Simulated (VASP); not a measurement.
Set up this calculation in VASP 6.6.1, as the native input.

* Task: relaxation of shape and atoms at fixed volume
* Functional: PBEsol
* Potentials or basis: VASP PAW PBE potentials, release 64 (Bi_d)
* Cutoff: 600 eV
* k mesh: 12 × 12 × 7
* Occupations: fermi-dirac, width 0.1 eV
* Spin: no spin polarisation
* Dipole correction: no
* Further INCAR settings: ALGO = Normal; EDIFF = 1e-06; IBRION = 2; EDIFFG = -0.005; NSW = 50; ISIF = 4

The structure of Bi lies in POSCAR:

```
Bi
1.0
    3.0250098813      0.0000000000      0.0000000000
   -1.5125049406      2.6197354039      0.0000000000
    0.0000000000      0.0000000000      5.1745918200
Bi
2
Direct
    0.3333333333      0.6666666667      0.2500000000
    0.6666666667      0.3333333333      0.7500000000
```

This isn't the form of Bi at room conditions, which is rhombohedral.

The input as run:

INCAR

```
SYSTEM = Bi
PREC = Accurate
ENCUT = 600
EDIFF = 1E-6
ISMEAR = -1
SIGMA = 0.1
LREAL = .FALSE.
LASPH = .TRUE.
NELM = 60
ALGO = Normal
ISIF = 4
LWAVE = .FALSE.
LCHARG = .FALSE.
GGA = PS
IBRION = 2
NSW = 50
EDIFFG = -0.005
```

KPOINTS

```
Automatic mesh
0
G
  12 12 7
  0 0 0
```

Potentials or basis: VASP PAW PBE potentials, release 64 (Bi_d).

Command:

```sh
$ cat potpaw_PBE.64/Bi_d/POTCAR > POTCAR
$ mpirun -np 1 vasp_std > vasp.out
```

It gave:

The energy gained by relaxing is 35.3 meV/atom and the ionic steps are 6. The pressure after relaxing is 56.2 GPa and the band gap on the k mesh is zero (bands 15 and 16 overlap by 9.90 eV).

Caveat: the PAW data sets were made with another functional, which shifts forces and pressure a little; spin-orbit coupling is left out, which moves the levels of the heavy elements.

Wall time 3.6 min on 1 thread of Intel Xeon 8259CL, on a shared host, peak memory 0.2 GiB.
